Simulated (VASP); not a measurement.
The system is MoS2.

```
CELL_PARAMETERS angstrom
3.22746 0.00000 0.00000
-1.61373 2.79507 0.00000
0.00000 0.00000 6.31247
ATOMIC_POSITIONS crystal
Mo 0.00000 0.00000 0.50000
S 0.33333 0.66667 0.25532
S 0.66667 0.33333 0.74468
```

```yaml
Program: VASP 6.6.1
Task: relaxation of cell and atoms
Functional: PBE
Dispersion: D3(BJ)
Potentials_or_basis: VASP PAW PBE potentials, release 64 (Mo_sv, S)
Cutoff: 600 eV
k_mesh: 18 × 18 × 8
Occupations: gaussian, width 0.1 eV
Spin: no spin polarisation
```

At the start: pressure -2.3 GPa; volume 18.98 Å³/atom.

Problem. Where does the relaxation end?

Solution. Over 33 steps the energy falls by 26.7 meV/atom and the volume is 16.91 Å³/atom (-10.9 %); space group P-3m1 (No. 164, to 0.1 Å) before and after.

The path:
| step | energy change (eV) | largest force (eV/Å) | pressure (GPa) | volume (Å³) |
| --- | --- | --- | --- | --- |
| 1 | 0.0000 | 0.2438 | -2.33 | 56.94 |
| 2 | -0.0218 | 0.6196 | 1.90 | 54.69 |
| 3 | -0.0221 | 0.5797 | 1.43 | 54.91 |
| 4 | -0.0394 | 0.3075 | 0.44 | 54.48 |
| 5 | -0.0438 | 0.0783 | -0.37 | 54.11 |
| 6 | -0.0438 | 0.0887 | -0.30 | 54.12 |
| 7 | -0.0463 | 0.0979 | -0.21 | 53.92 |
| 8 | -0.0531 | 0.1247 | 0.20 | 53.31 |
| 9 | -0.0632 | 0.1784 | 1.19 | 52.09 |
| 10 | -0.0640 | 0.2869 | 3.76 | 49.65 |
| 11 | -0.0670 | 0.2560 | 2.62 | 50.71 |
| 12 | -0.0681 | 0.2363 | 2.50 | 50.68 |
| 13 | -0.0707 | 0.1777 | 2.14 | 50.60 |
| 14 | -0.0745 | 0.0630 | 1.45 | 50.43 |
| 15 | -0.0759 | 0.1602 | 0.15 | 50.09 |
| 16 | -0.0764 | 0.0836 | 0.60 | 50.21 |
| 17 | -0.0769 | 0.0800 | 0.52 | 50.26 |
| 18 | -0.0782 | 0.0691 | 0.31 | 50.43 |
| 19 | -0.0796 | 0.0488 | -0.10 | 50.76 |
| 20 | -0.0785 | 0.0094 | -0.86 | 51.44 |
| 21 | -0.0799 | 0.0373 | -0.31 | 50.96 |
| 22 | -0.0800 | 0.0085 | -0.01 | 50.89 |
| 23 | -0.0800 | 0.0119 | 0.00 | 50.89 |
| 24 | -0.0800 | 0.0190 | 0.04 | 50.88 |
| 25 | -0.0800 | 0.0141 | 0.04 | 50.89 |
| 26 | -0.0800 | 0.0132 | 0.01 | 50.89 |
| 27 | -0.0800 | 0.0131 | 0.01 | 50.89 |
| 28 | -0.0801 | 0.0141 | 0.00 | 50.89 |
| 29 | -0.0801 | 0.0167 | -0.08 | 50.88 |
| 30 | -0.0801 | 0.0184 | -0.03 | 50.85 |
| 31 | -0.0802 | 0.0246 | 0.09 | 50.76 |
| 32 | -0.0802 | 0.0151 | 0.04 | 50.75 |
| 33 | -0.0802 | 0.0007 | -0.04 | 50.74 |

Final structure:
```yaml
crystal:
  lattice:
    - [3.17381, 0.00000, 0.00000]
    - [-1.58691, 2.74860, 0.00000]
    - [0.00000, 0.00000, 5.81661]
  atoms:
    - { symbol: Mo, position: [0.00000, 0.00000, 0.50000] }
    - { symbol: S, position: [0.33333, 0.66667, 0.22954] }
    - { symbol: S, position: [0.66667, 0.33333, 0.77046] }
```
